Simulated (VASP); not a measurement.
A run of VASP 6.6.1:

Contents of INCAR:

```
PREC = Accurate
ENCUT = 600
EDIFF = 1E-6
ISMEAR = -1
SIGMA = 0.1
LREAL = F
LASPH = T
NELM = 120
ALGO = Normal
ISIF = 2
LWAVE = F
LCHARG = F
GGA = CA
NBANDS = 36
GGA_COMPAT = F
```

Contents of KPOINTS:

```
regular mesh
0
Gamma
  5 5 8
```

POSCAR

```
TaN
1.0
    5.1329717247      0.0000000000      0.0000000000
   -2.5664858623      4.4452839105      0.0000000000
    0.0000000000      0.0000000000      2.8823517394
Ta N
3 3
Direct
    0.0000000000      0.0000000000      0.0000000000
    0.3333333333      0.6666666667      0.5000000000
    0.6666666667      0.3333333333      0.5000000000
    0.5000000000      0.0000000000      0.0000000000
    0.5000000000      0.5000000000      0.0000000000
    0.0000000000      0.5000000000      0.0000000000
```

Potentials or basis: VASP PAW LDA potentials, release 64 (Ta_sv_GW, N).

Run with:

```bash
$ cat potpaw_LDA.64/Ta_sv_GW/POTCAR potpaw_LDA.64/N/POTCAR > POTCAR
$ mpirun -np 1 vasp_std > vasp.out
```

Hardware: 1 thread of Intel(R) Xeon(R) Platinum 8259CL CPU @ 2.50GHz (Skylake/Cascade Lake) (shared host).

Problem. How long does it take, and how much memory?

Solution. It took 100 s on 1 thread of Intel(R) Xeon(R) Platinum 8259CL CPU @ 2.50GHz (Skylake/Cascade Lake), on a shared host, peak memory 0.21 GiB. Counts: scf iterations 22, k points 25.
